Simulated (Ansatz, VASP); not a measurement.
## Two plane-wave programs on InF7

```
CELL_PARAMETERS angstrom
0.00000 3.44044 3.44044
3.44044 0.00000 3.44044
3.44044 3.44044 0.00000
ATOMIC_POSITIONS crystal
In 0.00000 0.00000 0.00000
F 0.00000 0.00000 0.50000
F 0.50000 0.00000 0.50000
F 0.00000 0.50000 0.50000
F 0.50000 0.50000 0.00000
F 0.00000 0.50000 0.00000
F 0.50000 0.00000 0.00000
F 0.50000 0.50000 0.50000
```

Change from the starting cell: species swapped into the Zn7Mo type (Fm-3m, No. 225).

Alike in both runs: functional PBE; k mesh 10 × 10 × 10; occupations gaussian, width 0.1 eV; no spin polarisation.

Ansatz relaxed the structure, and its values are those at the end. VASP's run is a single point on that final structure, the one shown.

|  | VASP | Ansatz |
| --- | --- | --- |
| version | VASP 6.6.1 | Ansatz 0.2.0 |
| potentials or method | VASP PAW PBE potentials, release 64 (In_d, F), cutoff 520 eV | scalar-relativistic, plane waves, PAW |
| valence electrons in the cell | 62 | 62 |

```csv
,VASP,Ansatz,Ansatz less VASP
gap on the k mesh at the Fermi level (eV),none,none,-
pressure (GPa),-0.4,0.0,+0.35
```

A gap of «none» marks a metal or a gap that the smearing closes.
